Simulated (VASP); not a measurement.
# Cr (P6_3/mmc) in VASP: further runs

Cr is run at these levels: PBEsol; tasks: single point.

All numbers are computed with VASP 6.6.1; they aren't measurements. Logs are shortened: lines on timing, memory, paths and dates and some standing lists are left out, and cuts for length are marked.

### 1 The cell of the first run

It takes space group P6_3/mmc (No. 194, hexagonal). Conventional cell: a = 2.563 Å, b = 2.563 Å, c = 9.031 Å, α = 90.00°, β = 90.00°, γ = 120.00°. Within 3.4 Å of Cr (site symmetry -3m) lie 12 Cr at 2.56 to 2.70 Å. Cr (site symmetry -6m2) has 12 Cr at 2.56 to 2.70 Å within 3.4 Å.

This isn't the form of Cr at room conditions, which is bcc.

### 2 Single point, PBEsol, collinear spin, ferromagnetic start (12.85 Å³/atom)

Input file INCAR:

```
SYSTEM = Cr
ALGO     = Normal         ! electronic algorithm
EDIFF    = 1E-6           ! SCF threshold, eV
ENCUT    = 520            ! plane-wave cutoff, eV
GGA      = PS             ! functional
ISIF     = 2              ! what is computed and relaxed
ISMEAR   = -1             ! smearing method
ISPIN    = 2              ! spin polarisation
LASPH    = .TRUE.         ! aspherical terms in the spheres
LCHARG   = .FALSE.        ! write CHGCAR
LMAXMIX  = 4              ! l up to which the mixer works
LORBIT   = 11             ! projections on sites
LREAL    = .FALSE.        ! projectors in reciprocal space
LWAVE    = .FALSE.        ! write WAVECAR
MAGMOM   = 1.5 1.5 1.5 1.5 ! initial moments
NBANDS   = 36             ! bands
NELM     = 150            ! most SCF steps
PREC     = Accurate       ! precision mode
SIGMA    = 0.05           ! smearing width, eV
```

Input file KPOINTS:

```
k-points
0
G
  16 16 4
  0 0 0
```

Input file POSCAR:

```
Cr
1.0
    2.5632976771      0.0000000000      0.0000000000
   -1.2816488385      2.2198809058      0.0000000000
    0.0000000000      0.0000000000      9.0312439004
Cr
4
Direct
    0.0000000000      1.0000000000      1.0000000000
    0.0000000000      0.0000000000      0.5000000000
    0.3333333333      0.6666666667      0.2500000000
    0.6666666667      0.3333333333      0.7500000000
```

Potentials or basis: VASP PAW PBE potentials, release 64 (Cr_pv).

On the command line:

```sh
$ cat potpaw_PBE.64/Cr_pv/POTCAR > POTCAR
$ mpirun -np 1 vasp_std > vasp.out
```

OUTCAR:

```text
SYSTEM = Cr
   EDIFF = 1E-6
   ENCUT = 520
   GGA = PS
   ISIF = 2
   ISMEAR = -1
   ISPIN = 2
   LASPH = .TRUE.
   LORBIT = 11
   LREAL = .FALSE.
   NELM = 150
   PREC = Accurate

 ion  position               nearest neighbor table
   1  0.000  0.000  0.000-   3 2.70   4 2.70   3 2.70   4 2.70   4 2.70   3 2.70
   2  0.000  0.000  0.500-   3 2.70   4 2.70   3 2.70   4 2.70   4 2.70   3 2.70
   3  0.333  0.667  0.250-   1 2.70   2 2.70   1 2.70   2 2.70   1 2.70   2 2.70
   4  0.667  0.333  0.750-   1 2.70   2 2.70   1 2.70   2 2.70   1 2.70   2 2.70

  LATTYP: Found a hexagonal cell.
 ALAT       =     2.5632976771
 C/A-ratio  =     3.5232911031

  Lattice vectors:

 A1 = (   2.5632976771,   0.0000000000,   0.0000000000)
 A2 = (  -1.2816488385,   2.2198809058,   0.0000000000)
 A3 = (   0.0000000000,   0.0000000000,   9.0312439004)

Analysis of symmetry for initial positions (statically):
=====================================================================
 Subroutine PRICEL returns:
 Original cell was already a primitive cell.

 Routine SETGRP: Setting up the symmetry group for a
 hexagonal supercell.

 Subroutine GETGRP returns: Found 24 space group operations
 (whereof 12 operations were pure point group operations)
 out of a pool of 24 trial point group operations.

The static configuration has the point symmetry D_3d.
 The point group associated with its full space group is D_6h.

Analysis of symmetry for dynamics (positions and initial velocities):
=====================================================================
 Subroutine PRICEL returns:
 Original cell was already a primitive cell.

 Routine SETGRP: Setting up the symmetry group for a
 hexagonal supercell.

 Subroutine GETGRP returns: Found 24 space group operations
 (whereof 12 operations were pure point group operations)
 out of a pool of 24 trial point group operations.

The dynamic configuration has the point symmetry D_3d.
 The point group associated with its full space group is D_6h.

Analysis of structural, dynamic, and magnetic symmetry:
=====================================================================
 Subroutine PRICEL returns:
 Original cell was already a primitive cell.

 Routine SETGRP: Setting up the symmetry group for a
 hexagonal supercell.

 Subroutine GETGRP returns: Found 24 space group operations
 (whereof 12 operations were pure point group operations)
 out of a pool of 24 trial point group operations.

The overall configuration has the point symmetry D_3d.
 The point group associated with its full space group is D_6h.

 Subroutine INISYM returns: Found 24 space group operations
 (whereof 12 operations are pure point group operations),
 and found     1 'primitive' translations

----------------------------------------------------------------------------------------

                                     Primitive cell

  volume of cell :      51.3897

  direct lattice vectors                    reciprocal lattice vectors
     2.563297677  0.000000000  0.000000000     0.390122462  0.225237308  0.000000000
    -1.281648838  2.219880906  0.000000000     0.000000000  0.450474617  0.000000000
     0.000000000  0.000000000  9.031243900     0.000000000  0.000000000  0.110726718

  length of vectors
     2.563297677  2.563297677  9.031243900     0.450474617  0.450474617  0.110726718

  position of ions in fractional coordinates (direct lattice)
     0.000000000  0.000000000  0.000000000
     0.000000000  0.000000000  0.500000000
     0.333333333  0.666666667  0.250000000
     0.666666667  0.333333333  0.750000000

  ion indices of the primitive-cell ions
   primitive index   ion index
                 1           1
                 2           2
                 3           3
                 4           4

----------------------------------------------------------------------------------------

 KPOINTS: k-points

Automatic generation of k-mesh.
 Grid dimensions read from file:
 generate k-points for:   16   16    4

 Generating k-lattice:

  Cartesian coordinates                     Fractional coordinates (reciprocal lattice)
     0.024382654  0.014077332  0.000000000     0.062500000 -0.000000000  0.000000000
     0.000000000  0.028154664  0.000000000     0.000000000  0.062500000  0.000000000
     0.000000000  0.000000000  0.027681680     0.000000000  0.000000000  0.250000000

  Length of vectors
     0.028154664  0.028154664  0.027681680

  Shift w.r.t. Gamma in fractional coordinates (k-lattice)
     0.000000000  0.000000000  0.000000000

 Subroutine IBZKPT returns following result:
 ===========================================

 Found     90 irreducible k-points:

 Following reciprocal coordinates:
            Coordinates               Weight
  0.000000  0.000000  0.000000      1.000000
  0.062500 -0.000000  0.000000      6.000000
  0.125000 -0.000000  0.000000      6.000000
  0.187500 -0.000000  0.000000      6.000000
  0.250000 -0.000000  0.000000      6.000000
  0.312500 -0.000000  0.000000      6.000000
[... 16 lines left out ...]
  0.187500  0.187500  0.000000      6.000000
  0.250000  0.187500  0.000000     12.000000
 [... further k-points ...]
   k-points           NKPTS =     90   k-points in BZ     NKDIM =     90   number of bands    NBANDS=     36
   number of dos      NEDOS =    301   number of ions     NIONS =      4
   total plane-waves  NPLWV =  28000
   dimension x,y,z NGX =    20 NGY =   20 NGZ =   70
   dimension x,y,z NGXF=    40 NGYF=   40 NGZF=  140
   ions per type =               4
   NGX,Y,Z   is equivalent  to a cutoff of  12.97, 12.97, 12.89 a.u.
   NGXF,Y,Z  is equivalent  to a cutoff of  25.94, 25.94, 25.77 a.u.
 SYSTEM =  Cr
   PREC   = accura    normal or accurate (medium, high low for compatibility)
   ISTART =      0    job   : 0-new  1-cont  2-samecut
   ICHARG =      2    charge: 1-file 2-atom 10-const
   ISPIN  =      2    spin polarized calculation?
   LNONCOLLINEAR =      F non collinear calculations
   LSORBIT =      F    spin-orbit coupling
   LASPH  =      T    aspherical Exc in radial PAW
   ENCUT  =  520.0 eV  38.22 Ry    6.18 a.u.   4.77  4.77 16.79*2*pi/ulx,y,z
   NELM   =    150;   NELMIN=  2; NELMDL= -5     # of ELM steps
   EDIFF  = 0.1E-05   stopping-criterion for ELM
   LREAL  =      F    real-space projection
   EDIFFG = 0.1E-04   stopping-criterion for IOM
   NSW    =      0    number of steps for IOM
   IBRION =     -1    ionic relax: 0-MD 1-quasi-New 2-CG
   NFREE  =      0    steps in history (QN), initial steepest desc. (CG)
   ISIF   =      2    stress and relaxation
   ISYM   =      2    0-nonsym 1-usesym 2-fastsym
   POTIM  = 0.5000    time-step for ionic-motion
   TEBEG  =    0.0;   TEEND  =   0.0 temperature during run
   PSTRESS=    0.0 pullay stress
   NELECT =      48.0000    total number of electrons
   NUPDOWN=      -1.0000    fix difference up-down
   EMIN   =  10.00;   EMAX   =-10.00  energy-range for DOS
   EFERMI =   0.00;   METHOD = LEGACY
   ISMEAR =    -1;   SIGMA  =   0.05  broadening in eV -4-tet -1-fermi 0-gaus
   EFERMI_NEDOS =   21; number of points for ismear=-14 and -15
   IALGO  =     38    algorithm
   IMIX   =      4    mixing-type and parameters
     AMIX     =   0.40;   BMIX     =  1.00
     AMIX_MAG =   1.60;   BMIX_MAG =  1.00
  volume/ion in A,a.u.               =      12.85        86.70
  Fermi-wavevector in a.u.,A,eV,Ry     =   1.600282  3.024094 34.843187  2.560902
  Thomas-Fermi vector in A             =   2.697442
   LORBIT       =     11    0 simple, 1 ext, 2 COOP (PROOUT), +10 PAW based schemes
   GGA     = PS    functional components
   LHFCALC =     F    Hartree Fock is set to
   AEXX    =    0.0000 exact exchange contribution
   IVDW    =     0    specifies the selected vdW correction
   LEPSILON=     F    determine dielectric tensor
   LRPA    =     F    only Hartree local field effects (RPA)
 spin polarized calculation
  energy-cutoff  :      520.00
  volume of cell :       51.39
 maximum number of plane-waves:      1401
 NGX is ok and might be reduce to    20
   NGX =  9   NGY =  9   NGZ = 33

 number of electron      47.9999997 magnetization       0.0074904

 number of electron      47.9999997 magnetization      -0.0004459

 Free energy of the ion-electron system (eV)
  ---------------------------------------------------
  ext. energy  EPLUGINS =         0.00000000
  ---------------------------------------------------
  free energy    TOTEN  =       -38.91470509 eV

  energy without entropy =      -38.85632935  energy(sigma->0) =      -38.88551722

 E-fermi :   9.2094     XC(G=0): -13.2034

 val. band max:        9.2076540903   @ k =   0.1875   0.1875   0.2500
 cond. band min:       9.2133579264   @ k =   0.3750  -0.0000   0.2500
 fundamental gap:      0.0057038362
 Fermi energy:         9.2093944821

 spin component 1

 k-point     1 :       0.0000    0.0000    0.0000
  band No.  band energies     occupation
      1     -33.8484      1.00000
      2     -33.5841      1.00000
      3     -33.5772      1.00000
      4     -33.3052      1.00000
      5     -33.1951      1.00000
      6     -33.1951      1.00000
[... 925 lines left out ...]
     35      12.8173      0.00000
     36      16.5814      0.00000

 [... further k-points ...]

 spin component 2

 k-point     1 :       0.0000    0.0000    0.0000
  band No.  band energies     occupation
      1     -33.8485      1.00000
      2     -33.5846      1.00000
      3     -33.5769      1.00000
      4     -33.3053      1.00000
      5     -33.1953      1.00000
      6     -33.1953      1.00000
[... 925 lines left out ...]
     35      12.8174      0.00000
     36      16.5785      0.00000

 [... further k-points ...]

------------------------ aborting loop because EDIFF is reached ----------------------------------------

  FORCE on cell =-STRESS in cart. coord.  units (eV):
  Direction    XX          YY          ZZ          XY          YZ          ZX
  --------------------------------------------------------------------------------------
  -------------------------------------------------------------------------------------
  Total       -7.7388906     -7.7388906     -7.1072095     -0.0000000     -0.0000000     -0.0000000
  in kB     -241.2753740   -241.2753740   -221.5814550     -0.0000000     -0.0000000     -0.0000000
  external PRESSURE =    -234.7107343 kB  Pullay stress =       0.0000000 kB

 VOLUME and BASIS-vectors are now :
 -----------------------------------------------------------------------------
  energy-cutoff  :      520.00
  volume of cell :       51.39
      direct lattice vectors                 reciprocal lattice vectors
     2.563297677  0.000000000  0.000000000     0.390122462  0.225237308  0.000000000
    -1.281648838  2.219880906  0.000000000     0.000000000  0.450474617  0.000000000
     0.000000000  0.000000000  9.031243900     0.000000000  0.000000000  0.110726718

 POSITION                                       TOTAL-FORCE (eV/Angst)
 -----------------------------------------------------------------------------------
      0.00000      0.00000      0.00000        -0.000000      0.000000      0.000000
      0.00000      0.00000      4.51562        -0.000000      0.000000      0.000000
     -0.00000      1.47992      2.25781         0.000000     -0.000000     -0.000000
      1.28165      0.73996      6.77343         0.000000      0.000000      0.000000
 -----------------------------------------------------------------------------------
    total drift:                                0.000000     -0.000000      0.000000

  FREE ENERGIE OF THE ION-ELECTRON SYSTEM (eV)
  ---------------------------------------------------
  free  energy   TOTEN  =       -38.9147050878 eV

  energy  without entropy=      -38.8563293542  energy(sigma->0) =      -38.88551722

 total charge

# of ion       s       p       d       tot
------------------------------------------
    1        0.406   6.332   4.128  10.867
    2        0.406   6.332   4.128  10.867
    3        0.407   6.334   4.123  10.863
    4        0.407   6.334   4.123  10.863
--------------------------------------------------
tot          1.626  25.332  16.502  43.460

 magnetization (x)

# of ion       s       p       d       tot
------------------------------------------
    1        0.000   0.000   0.000   0.000
    2        0.000   0.000   0.000   0.000
    3       -0.000  -0.000  -0.000  -0.000
    4       -0.000  -0.000  -0.000  -0.000
--------------------------------------------------
tot         -0.000   0.000  -0.000  -0.000
```

It took 3.1 min on 1 thread of Intel Xeon 6975P-C (Granite Rapids), shared host; peak memory 0.33 GiB.

What came out:

```
Free energy                                           : -38.9147 eV
Pressure                                              : -23.5 GPa
Band gap on the k mesh                                : zero (filled and empty bands overlap)
Net moment                                            : 0.00 μB per cell
Valence electrons inside the program's atomic spheres : Cr 10.87, 10.86 (each value once)
```

Caveat: the cell stands under tension; the PAW data sets were made with another functional, which shifts forces and pressure a little.

### 3 Single point, PBEsol, collinear spin, ferromagnetic start (12.39 Å³/atom)

This run uses another cell than the first one, of 12.39 Å³/atom.

Input file INCAR:

```
ALGO     = Normal         # electronic algorithm
EDIFF    = 1E-6           # SCF threshold, eV
ENCUT    = 520            # plane-wave cutoff, eV
GGA      = PS             # functional
ISIF     = 2              # what is computed and relaxed
ISMEAR   = -1             # smearing method
ISPIN    = 2              # spin polarisation
LASPH    = T              # aspherical terms in the spheres
LCHARG   = F              # write CHGCAR
LMAXMIX  = 4              # l up to which the mixer works
LORBIT   = 11             # projections on sites
LREAL    = F              # projectors in reciprocal space
LWAVE    = F              # write WAVECAR
MAGMOM   = 1.5 1.5 1.5 1.5 # initial moments
NBANDS   = 36             # bands
NELM     = 150            # most SCF steps
PREC     = Accurate       # precision mode
SIGMA    = 0.05           # smearing width, eV
```

Input file KPOINTS:

```
k-points
0
Gamma
  16 16 4
```

Input file POSCAR:

```
Cr
1.0
    2.5324115652      0.0000000000      0.0000000000
   -1.2662057826      2.1931327483      0.0000000000
    0.0000000000      0.0000000000      8.9224231373
Cr
4
Direct
    0.0000000000      1.0000000000      1.0000000000
    0.0000000000      0.0000000000      0.5000000000
    0.3333333333      0.6666666667      0.2500000000
    0.6666666667      0.3333333333      0.7500000000
```

Potentials or basis: VASP PAW PBE potentials, release 64 (Cr_pv).

On the command line:

```sh
$ cat potpaw_PBE.64/Cr_pv/POTCAR > POTCAR
$ mpirun -np 1 vasp_std > vasp.out
```

Wall time 12 min (1 thread of AMD EPYC 7R13, shared host); peak memory 0.3 GiB.

It converged, with:

| Item | Value |
| --- | --- |
| Free energy | -39.1490 eV |
| Pressure | -17.4 GPa |
| Band gap on the k mesh | zero (filled and empty bands overlap) |
| Net moment | 0.00 μB per cell |
| Valence electrons inside the program's atomic spheres | Cr 10.94, 10.93 (each value once) |

Stress tensor (GPa, compression positive):
```
-17.81   0.00   0.00
  0.00 -17.81   0.00
  0.00   0.00 -16.52
```

Levels at points of the mesh, in eV from the Fermi level:
Spin up:
```tsv
k point	band 22	band 23	band 24	band 25	band 26	band 27
(0.00, 0.00, 0.00)	-0.32	-0.32	-0.16	-0.16	-0.12	-0.06
(0.50, 0.00, 0.00)	-0.27	-0.21	0.86	0.86	1.65	2.19
(0.00, 0.00, 0.50)	-0.33	-0.33	-0.33	-0.16	-0.16	-0.16
(0.50, 0.00, 0.50)	0.09	0.10	0.10	0.61	0.61	1.77
```
Spin down:
```
           k point  band 22  band 23  band 24  band 25  band 26  band 27
(0.00, 0.00, 0.00)    -0.32    -0.32    -0.16    -0.16    -0.12    -0.06
(0.50, 0.00, 0.00)    -0.27    -0.21     0.86     0.86     1.65     2.19
(0.00, 0.00, 0.50)    -0.33    -0.33    -0.33    -0.16    -0.16    -0.16
(0.50, 0.00, 0.50)     0.09     0.10     0.10     0.61     0.61     1.77
```

Caveat: the cell stands under tension; the PAW data sets were made with another functional, which shifts forces and pressure a little.
